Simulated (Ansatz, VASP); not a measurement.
**One calculation of W, two programs**

```
W
1.0
    -1.56096    1.56096    1.56096
     1.56096   -1.56096    1.56096
     1.56096    1.56096   -1.56096
W
1
Direct
  0.00000 0.00000 0.00000
```

Alike in both runs: task single point; functional BHLYP; k mesh 6 × 6 × 6; occupations fermi-dirac, width 0.05 eV; no spin polarisation.

|  | VASP | Ansatz |
| --- | --- | --- |
| version | VASP 6.6.1 | Ansatz 0.2.0 |
| potentials or method | VASP PAW PBE potentials, release 64 (W_sv) | Ansatz PAW |
| plane-wave cutoff (eV) | 520 | 420 |
| valence electrons in the cell | 14 | 14 |

VASP gave:

| Item | Value |
| --- | --- |
| gap on the k mesh at the Fermi level (eV) | none |
| pressure (GPa) | 15.2 |

Question: Which values does Ansatz return?

Answer: gap on the k mesh at the Fermi level (eV): none; pressure (GPa): 16.1.

VASP's potentials were made for PBE, not for BHLYP. A gap of «none» marks a metal or a gap that the smearing closes.

The k mesh is coarse, so the values compare programs but aren't converged. Spin-orbit coupling is off throughout.
